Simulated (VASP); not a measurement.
Sb:

```
CELL_PARAMETERS angstrom
-1.86451 2.11468 2.14329
1.86451 -2.11468 2.14329
1.86451 2.11468 -2.14329
ATOMIC_POSITIONS crystal
Sb 0.00000 0.00000 0.00000
```

The cell was generated, and may not be a known phase.

| Quantity | Value |
| --- | --- |
| Program | VASP 6.6.1 |
| Task | relaxation of cell and atoms |
| Functional | PBE |
| Potentials or basis | VASP PAW PBE potentials, release 64 (Sb) |
| Cutoff | 600 eV |
| k mesh | 6 × 6 × 6 |
| Occupations | gaussian, width 0.1 eV |
| Spin | no spin polarisation |

At the start: pressure -8.2 GPa; volume 33.80 Å³/atom.

**Question.** Where does the relaxation end?

**Answer.** Over 7 steps the energy falls by 215.3 meV/atom and the volume is 27.43 Å³/atom (-18.9 %); space group I4/mmm (No. 139, to 0.1 Å) before and after.

Step by step:
| step | energy change (eV) | largest force (eV/Å) | pressure (GPa) | volume (Å³) |
| --- | --- | --- | --- | --- |
| 1 | 0.0000 | 0.0000 | -8.17 | 33.80 |
| 2 | -0.1993 | 0.0000 | 3.75 | 26.04 |
| 3 | -0.2133 | 0.0000 | 0.25 | 27.32 |
| 4 | -0.2132 | 0.0000 | -0.04 | 27.44 |
| 5 | -0.2152 | 0.0000 | -0.12 | 27.50 |
| 6 | -0.2152 | 0.0000 | -0.11 | 27.50 |
| 7 | -0.2153 | 0.0000 | 0.05 | 27.43 |

Final structure:
```
Sb
1.0
    -1.68422    1.99952    2.03600
     1.68422   -1.99952    2.03600
     1.68422    1.99952   -2.03600
Sb
1
Cartesian
  0.0000 0.0000 0.0000
```

Caveat: the k points lie up to 0.40 Å⁻¹ apart in the final cell, too coarse for converged energies and pressures of a metal; the volume moved by over 15 % at a fixed basis, so the end points are rough.
